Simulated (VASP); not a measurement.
Be3OsC2:

```
Be Os C
1.0
     2.16777   -3.78538    0.00000
     2.16777    3.78538    0.00000
     0.00000    0.00000    2.96618
Be Os C
3 1 2
Cartesian
  2.1678 2.3010 0.0000
  2.1678 -2.3010 0.0000
  0.0000 0.0000 1.4831
  2.1678 0.0000 0.0000
  1.0839 1.8927 1.4831
  1.0839 -1.8927 1.4831
```

- Program: VASP 6.6.1
- Task: relaxation of cell and atoms
- Functional: PBE
- Potentials or basis: VASP PAW PBE potentials, release 64 (Be, Os, C)
- Cutoff: 600 eV
- k mesh: 10 × 10 × 12
- Occupations: gaussian, width 0.1 eV
- Spin: no spin polarisation

At the start: pressure 0.2 GPa; volume 8.11 Å³/atom.

Q: Where does the relaxation end?

A: Over 12 steps the energy falls by 23.7 meV/atom and the volume is 8.21 Å³/atom (+1.2 %); space group Cmmm (No. 65, to 0.05 Å).

Step by step:
| step | energy change (eV) | largest force (eV/Å) | pressure (GPa) | volume (Å³) |
| --- | --- | --- | --- | --- |
| 1 | 0.0000 | 0.0608 | 0.19 | 48.68 |
| 2 | -0.0577 | 0.0720 | 0.11 | 48.73 |
| 3 | -0.1008 | 0.0560 | 0.25 | 48.76 |
| 4 | -0.1153 | 0.0403 | 0.33 | 48.74 |
| 5 | -0.1046 | 0.0384 | 1.47 | 48.66 |
| 6 | -0.1226 | 0.0412 | 0.71 | 48.72 |
| 7 | -0.1388 | 0.1076 | -0.10 | 49.14 |
| 8 | -0.1399 | 0.1266 | -0.29 | 49.27 |
| 9 | -0.1417 | 0.0347 | 0.55 | 49.13 |
| 10 | -0.1417 | 0.0354 | 0.54 | 49.13 |
| 11 | -0.1418 | 0.0179 | -0.53 | 49.40 |
| 12 | -0.1421 | 0.0064 | -0.02 | 49.27 |

Final structure:
```yaml
crystal:
  lattice:
    - [2.00334, -4.06571, 0.00000]
    - [2.00334, 4.06571, 0.00000]
    - [0.00000, 0.00000, 3.02478]
  atoms:
    - { symbol: Be, position: [0.20006, 0.79994, 0.00000] }
    - { symbol: Be, position: [0.79994, 0.20006, 0.00000] }
    - { symbol: Be, position: [0.00000, 0.00000, 0.50000] }
    - { symbol: Os, position: [0.50000, 0.50000, 0.00000] }
    - { symbol: C, position: [0.00000, 0.50000, 0.50000] }
    - { symbol: C, position: [0.50000, 0.00000, 0.50000] }
```
